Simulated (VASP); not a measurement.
# CaO (Fm-3m) in VASP: further runs

Runs on CaO. Level: PBE. Tasks: G0W0 quasiparticle levels.

Everything below comes from runs of VASP 6.6.1. Logs are shortened: lines on timing, memory, paths and dates and some standing lists are left out, and cuts for length are marked.

### Step 1. The cell of the first run

It takes space group Fm-3m (No. 225, cubic). Conventional cell: a = 4.795 Å, b = 4.795 Å, c = 4.795 Å, α = 90.00°, β = 90.00°, γ = 90.00°. Within 3.2 Å of Ca (site symmetry m-3m) lie 6 O at 2.40 Å. Within 3.2 Å of O (site symmetry m-3m) lie 6 Ca at 2.40 Å.

### Step 2. G0W0 quasiparticle levels, PBE

Contents of POSCAR:

```
CaO
1.0
    0.0000000000      2.3975473907      2.3975473907
    2.3975473907      0.0000000000      2.3975473907
    2.3975473907      2.3975473907      0.0000000000
Ca O
1 1
Direct
    0.0000000000      0.0000000000      0.0000000000
    0.5000000000      0.5000000000      0.5000000000
```

Contents of INCAR.step1:

```
ALGO     = Normal         # electronic algorithm
EDIFF    = 1E-8           # SCF threshold, eV
ENCUT    = 500            # plane-wave cutoff, eV
GGA      = PE             # functional
ISMEAR   = 0              # smearing method
LASPH    = True           # aspherical terms in the spheres
LCHARG   = False          # write CHGCAR
LREAL    = False          # projectors in reciprocal space
LWAVE    = True           # write WAVECAR
NELM     = 100            # most SCF steps
PREC     = Accurate       # precision mode
SIGMA    = 0.01           # smearing width, eV
```

Contents of INCAR.step2:

```
ALGO     = Exact          # electronic algorithm
EDIFF    = 1E-8           # SCF threshold, eV
ENCUT    = 500            # plane-wave cutoff, eV
GGA      = PE             # functional
ISMEAR   = 0              # smearing method
ISTART   = 1            
LASPH    = True           # aspherical terms in the spheres
LCHARG   = False          # write CHGCAR
LOPTICS  = True           # frequency-dependent dielectric function
LREAL    = False          # projectors in reciprocal space
LWAVE    = True           # write WAVECAR
NBANDS   = 70             # bands
NELM     = 1              # most SCF steps
PREC     = Accurate       # precision mode
SIGMA    = 0.01           # smearing width, eV
```

Contents of INCAR.step3:

```
ALGO     = EVGW0          # electronic algorithm
EDIFF    = 1E-8           # SCF threshold, eV
ENCUT    = 500            # plane-wave cutoff, eV
ENCUTGW  = 100.0          # cutoff of the response function
GGA      = PE             # functional
ISMEAR   = 0              # smearing method
ISTART   = 1            
LASPH    = True           # aspherical terms in the spheres
LCHARG   = False          # write CHGCAR
LREAL    = False          # projectors in reciprocal space
LWAVE    = False          # write WAVECAR
NBANDS   = 70             # bands
NBANDSGW = 16           
NELMGW   = 1            
NOMEGA   = 96             # frequency points
OMEGAMAX = 20           
PREC     = Accurate       # precision mode
PRECFOCK = Fast         
SIGMA    = 0.01           # smearing width, eV
```

Contents of KPOINTS:

```
k-points
0
Gamma
  6 6 6
```

Potentials or basis: VASP PAW PBE potentials, release 64 (Ca_sv_GW, O_GW).

The run is started by

```
cat potpaw_PBE.64/Ca_sv_GW/POTCAR potpaw_PBE.64/O_GW/POTCAR > POTCAR
cp INCAR.step1 INCAR
mpirun -np 1 vasp_std > vasp.out
cp INCAR.step2 INCAR
mpirun -np 1 vasp_std > vasp.out
cp INCAR.step3 INCAR
mpirun -np 1 vasp_std > vasp.out
```

OUTCAR:

```text
EDIFF = 1E-8
   ENCUT = 500
   ENCUTGW = 100.0
   GGA = PE
   ISMEAR = 0
   ISTART = 1
   LASPH = True
   LREAL = False
   NELMGW = 1
   PREC = Accurate
   PRECFOCK = Fast

 ion  position               nearest neighbor table
   1  0.000  0.000  0.000-   2 2.40   2 2.40   2 2.40   2 2.40   2 2.40   2 2.40
   2  0.500  0.500  0.500-   1 2.40   1 2.40   1 2.40   1 2.40   1 2.40   1 2.40

  LATTYP: Found a face centered cubic cell.
 ALAT       =     4.7950947814

  Lattice vectors:

 A1 = (   0.0000000000,   2.3975473907,   2.3975473907)
 A2 = (   2.3975473907,   0.0000000000,   2.3975473907)
 A3 = (   2.3975473907,   2.3975473907,   0.0000000000)

Analysis of symmetry for initial positions (statically):
=====================================================================
 Subroutine PRICEL returns:
 Original cell was already a primitive cell.

 Routine SETGRP: Setting up the symmetry group for a
 face centered cubic supercell.

 Subroutine GETGRP returns: Found 48 space group operations
 (whereof 48 operations were pure point group operations)
 out of a pool of 48 trial point group operations.

The static configuration has the point symmetry O_h .

Analysis of symmetry for dynamics (positions and initial velocities):
=====================================================================
 Subroutine PRICEL returns:
 Original cell was already a primitive cell.

 Routine SETGRP: Setting up the symmetry group for a
 face centered cubic supercell.

 Subroutine GETGRP returns: Found 48 space group operations
 (whereof 48 operations were pure point group operations)
 out of a pool of 48 trial point group operations.

The dynamic configuration has the point symmetry O_h .

 Subroutine INISYM returns: Found 48 space group operations
 (whereof 48 operations are pure point group operations),
 and found     1 'primitive' translations

----------------------------------------------------------------------------------------

                                     Primitive cell

  volume of cell :      27.5633

  direct lattice vectors                    reciprocal lattice vectors
     0.000000000  2.397547391  2.397547391    -0.208546451  0.208546451  0.208546451
     2.397547391  0.000000000  2.397547391     0.208546451 -0.208546451  0.208546451
     2.397547391  2.397547391  0.000000000     0.208546451  0.208546451 -0.208546451

  length of vectors
     3.390644036  3.390644036  3.390644036     0.361213049  0.361213049  0.361213049

  position of ions in fractional coordinates (direct lattice)
     0.000000000  0.000000000  0.000000000
     0.500000000  0.500000000  0.500000000

  ion indices of the primitive-cell ions
   primitive index   ion index
                 1           1
                 2           2

----------------------------------------------------------------------------------------

 KPOINTS: k-points

Automatic generation of k-mesh.
 Grid dimensions read from file:
 generate k-points for:    6    6    6

 Generating k-lattice:

  Cartesian coordinates                     Fractional coordinates (reciprocal lattice)
    -0.034757742  0.034757742  0.034757742     0.166666667  0.000000000  0.000000000
     0.034757742 -0.034757742  0.034757742     0.000000000  0.166666667  0.000000000
     0.034757742  0.034757742 -0.034757742     0.000000000  0.000000000  0.166666667

  Length of vectors
     0.060202175  0.060202175  0.060202175

  Shift w.r.t. Gamma in fractional coordinates (k-lattice)
     0.000000000  0.000000000  0.000000000

 Subroutine IBZKPT returns following result:
 ===========================================

 Found     16 irreducible k-points:

 Following reciprocal coordinates:
            Coordinates               Weight
  0.000000  0.000000  0.000000      1.000000
  0.166667  0.000000  0.000000      8.000000
  0.333333  0.000000  0.000000      8.000000
  0.500000  0.000000  0.000000      4.000000
  0.166667  0.166667  0.000000      6.000000
  0.333333  0.166667  0.000000     24.000000
[... 8 lines left out ...]
 -0.333333  0.333333  0.166667     24.000000
 -0.333333  0.500000  0.166667     12.000000
   k-points           NKPTS =     16   k-points in BZ     NKDIM =    216   number of bands    NBANDS=     70
   number of dos      NEDOS =    301   number of ions     NIONS =      2
   total plane-waves  NPLWV =  21952
   dimension x,y,z NGX =    28 NGY =   28 NGZ =   28
   dimension x,y,z NGXF=    56 NGYF=   56 NGZF=   56
   ions per type =               1   1
   NGX,Y,Z   is equivalent  to a cutoff of  13.73, 13.73, 13.73 a.u.
   NGXF,Y,Z  is equivalent  to a cutoff of  27.46, 27.46, 27.46 a.u.
 SYSTEM =  unknown system
   PREC   = accura    normal or accurate (medium, high low for compatibility)
   ISTART =      1    job   : 0-new  1-cont  2-samecut
   ICHARG =      0    charge: 1-file 2-atom 10-const
   ISPIN  =      1    spin polarized calculation?
   LNONCOLLINEAR =      F non collinear calculations
   LSORBIT =      F    spin-orbit coupling
   LASPH  =      T    aspherical Exc in radial PAW
   ENCUT  =  500.0 eV  36.75 Ry    6.06 a.u.   6.18  6.18  6.18*2*pi/ulx,y,z
   NELM   =     60;   NELMIN=  2; NELMDL=  0     # of ELM steps
   EDIFF  = 0.1E-07   stopping-criterion for ELM
   LREAL  =      F    real-space projection
   EDIFFG = 0.1E-06   stopping-criterion for IOM
   NSW    =      0    number of steps for IOM
   IBRION =     -1    ionic relax: 0-MD 1-quasi-New 2-CG
   NFREE  =      0    steps in history (QN), initial steepest desc. (CG)
   ISIF   =      0    stress and relaxation
   ISYM   =      3    0-nonsym 1-usesym 2-fastsym
   POTIM  = 0.5000    time-step for ionic-motion
   TEBEG  =    0.0;   TEEND  =   0.0 temperature during run
   PSTRESS=    0.0 pullay stress
   NELECT =      16.0000    total number of electrons
   NUPDOWN=      -1.0000    fix difference up-down
   EMIN   =  10.00;   EMAX   =-10.00  energy-range for DOS
   EFERMI =   0.00;   METHOD = LEGACY
   ISMEAR =     0;   SIGMA  =   0.01  broadening in eV -4-tet -1-fermi 0-gaus
   EFERMI_NEDOS =   21; number of points for ismear=-14 and -15
   IALGO  =     38    algorithm
   IMIX   =      4    mixing-type and parameters
     AMIX     =   0.40;   BMIX     =  1.00
     AMIX_MAG =   1.60;   BMIX_MAG =  1.00
  volume/ion in A,a.u.               =      13.78        93.00
  Fermi-wavevector in a.u.,A,eV,Ry     =   1.365644  2.580694 25.374656  1.864985
  Thomas-Fermi vector in A             =   2.491855
   LORBIT       =      0    0 simple, 1 ext, 2 COOP (PROOUT), +10 PAW based schemes
   GGA     = PE    functional components
   LHFCALC =     T    Hartree Fock is set to
   PRECFOCK=fast      Normal, Fast or Accurate (Low or Medium for compatibility)
   ENCUT4O =  -1.0   cutoff for four orbital integrals eV
   NKREDX  =     1    reduce k-point grid by
   NKREDY  =     1    reduce k-point grid by
   NKREDZ  =     1    reduce k-point grid by
   AEXX    =    1.0000 exact exchange contribution
   HFSCREEN=    0.0000 screening length (either q_TF or 0.3 A-1)
   HFSCREENC=   0.0000 screening length for correlation (either q_TF or 0.3 A-1)
   ENCUTFOCK=  -1.0 apply spherical cutoff to Coloumb kernel
   IVDW    =     0    specifies the selected vdW correction
   LEPSILON=     F    determine dielectric tensor
   LRPA    =     F    only Hartree local field effects (RPA)
   LRPAFORCE           =     F    calculate RPA forces
   ENCUTGW             = 100.0    cutoff for response function in eV
   ENCUTGWSOFT         =  80.0    soft cutoff for Coulomb kernel in GW response function in eV
   ENCUTLF             =  -1.0    cutoff for local field effects
   NELMGW              =     1    number of iterations in solving QP/BSE equation
   NELMHF              =     1    number of iterations in the inner HF iteration
   NKREDLFX            =     1    NKREDLFY  =   1   NKREDLFZ  =   1
 non-spin polarized calculation
 Gauss-broadening in eV      SIGMA  =   0.01
  energy-cutoff  :      500.00
  volume of cell :       27.56
 maximum number of plane-waves:       725
 NGX is ok and might be reduce to    28
  NGX = 14; NGY = 14; NGZ = 14
   NGX = 13   NGY = 13   NGZ = 13
 maximum number of plane-waves:        70
 NGX is ok and might be reduce to    14

 QP shifts <psi_nk| G(iteration)W_0 |psi_nk>: iteration 1
 for sc-GW calculations column KS-energies equals QP-energies in previous step
 and V_xc(KS)=  KS-energies - (<T + V_ion + V_H > + <T+V_H+V_ion>^1  + <V_x>^1)

 k-point   1 :       0.0000    0.0000    0.0000
  band No.  KS-energies  QP-energies   sigma(KS)   V_xc(KS)     V^pw_x(r,r')   Z            occupation Imag(sigma)

      1     -32.9287     -34.6905     -23.4464     -20.6284     -34.4129       0.6252       2.0000       0.5845
      2     -13.6891     -15.9140     -23.0579     -20.1615     -28.1129       0.7681       2.0000       0.1726
      3     -13.6891     -15.9140     -23.0579     -20.1615     -28.1129       0.7681       2.0000       0.1726
      4     -13.6891     -15.9140     -23.0579     -20.1615     -28.1129       0.7681       2.0000       0.1726
      5     -10.8624     -12.5046     -21.8569     -19.2165     -30.6886       0.6219       2.0000       0.5894
      6       4.6732       3.9374     -20.1427     -19.1694     -24.4463       0.7559       2.0000       0.0612
[... 8 lines left out ...]
     15      19.7357      19.9539      -6.5583      -6.8040      -1.4470       0.8883       0.0000      -0.7262
     16      27.1979      29.8055     -10.8078     -14.3208      -5.1475       0.7423       0.0000      -0.7543

 k-point   2 :       0.1667    0.0000    0.0000
  band No.  KS-energies  QP-energies   sigma(KS)   V_xc(KS)     V^pw_x(r,r')   Z            occupation Imag(sigma)

      1     -32.9024     -34.6652     -23.4685     -20.6562     -34.4338       0.6268       2.0000       0.5835
      2     -14.0444     -16.1333     -22.5392     -19.7001     -28.0890       0.7357       2.0000       0.2233
      3     -13.7027     -15.9196     -23.0390     -20.1442     -28.0933       0.7659       2.0000       0.1657
      4     -13.7027     -15.9196     -23.0390     -20.1442     -28.0933       0.7659       2.0000       0.1657
      5     -10.4912     -12.2209     -22.3939     -19.7203     -30.7448       0.6469       2.0000       0.5565
      6       3.8171       2.9256     -18.7044     -17.5172     -22.7907       0.7508       2.0000       0.0628
[... 8 lines left out ...]
     15      20.6110      21.5461      -8.1940      -9.3114      -2.8132       0.8368       0.0000      -0.7153
     16      25.7726      27.6573      -9.5809     -11.6841      -4.1345       0.8961       0.0000      -0.8574

 k-point   3 :       0.3333    0.0000    0.0000
  band No.  KS-energies  QP-energies   sigma(KS)   V_xc(KS)     V^pw_x(r,r')   Z            occupation Imag(sigma)

      1     -32.8495     -34.6141     -23.5125     -20.7132     -34.4769       0.6304       2.0000       0.5802
      2     -14.5985     -16.5566     -21.9015     -19.1427     -27.9702       0.7097       2.0000       0.2824
      3     -13.7297     -15.9340     -23.0027     -20.1108     -28.0556       0.7622       2.0000       0.1520
      4     -13.7297     -15.9340     -23.0027     -20.1108     -28.0556       0.7622       2.0000       0.1520
      5      -9.9022     -11.7256     -23.0705     -20.3784     -30.9422       0.6773       2.0000       0.5068
      6       2.5578       1.4808     -17.3493     -15.8989     -21.4940       0.7426       2.0000       0.0831
[... 234 lines left out ...]
      1     -32.7986     -34.5747     -23.5603     -20.7684     -34.5193       0.6362       2.0000       0.5917
      2     -14.4449     -16.4933     -22.1281     -19.2919     -27.8915       0.7222       2.0000       0.2611
      3     -14.0241     -16.2608     -22.6924     -19.7407     -27.8044       0.7577       2.0000       0.2117
      4     -13.8864     -16.0874     -22.8279     -19.9181     -27.9595       0.7564       2.0000       0.1809
      5     -10.0816     -11.7759     -22.8786     -20.2055     -30.9974       0.6339       2.0000       0.4660
      6       2.9504       1.9223     -18.0026     -16.6209     -22.2219       0.7441       2.0000       0.0771
[... 8 lines left out ...]
     15      18.5299      19.9995     -11.8447     -13.7406      -6.5110       0.7752       0.0000      -0.2945
     16      19.8913      21.3102     -10.9156     -12.7228      -5.4879       0.7852       0.0000      -0.4125

 k-point  16 :      -0.3333    0.5000    0.1667
  band No.  KS-energies  QP-energies   sigma(KS)   V_xc(KS)     V^pw_x(r,r')   Z            occupation Imag(sigma)

      1     -32.7908     -34.5708     -23.5695     -20.7769     -34.5260       0.6374       2.0000       0.5977
      2     -14.2094     -16.4697     -22.4997     -19.5101     -27.6485       0.7560       2.0000       0.2433
      3     -14.0805     -16.1808     -22.5445     -19.6952     -28.0437       0.7371       2.0000       0.2108
      4     -14.0182     -16.2597     -22.7117     -19.7583     -27.8249       0.7589       2.0000       0.2169
      5     -10.3280     -11.9844     -22.5775     -19.9407     -30.9828       0.6282       2.0000       0.4740
      6       3.4561       2.4538     -18.7189     -17.3818     -22.9566       0.7496       2.0000       0.0685
[... 8 lines left out ...]
     15      18.4903      19.5823     -10.5509     -11.9095      -5.5364       0.8038       0.0000      -0.2119
     16      20.2414      21.9374     -11.8021     -14.0096      -6.0289       0.7683       0.0000      -0.5405
```

It took 3.3 min on 1 thread of Intel Xeon Platinum 8488C (Sapphire Rapids), shared host; peak memory 0.4 GiB.

What came out:

```yaml
Quasiparticle_gap: 5.74 eV
Least_direct_quasiparticle_gap: 6.18 eV
Band_gap_of_the_starting_levels_on_the_mesh: 3.66 eV
Least_direct_gap_of_the_starting_levels_on_the_mesh: 4.03 eV
```

Caveat: the k points lie up to 0.38 Å⁻¹ apart; bands, screening cutoff and mesh are small and nothing is extrapolated, so the quasiparticle values aren't converged.

(Continued in part 2 of 2.)
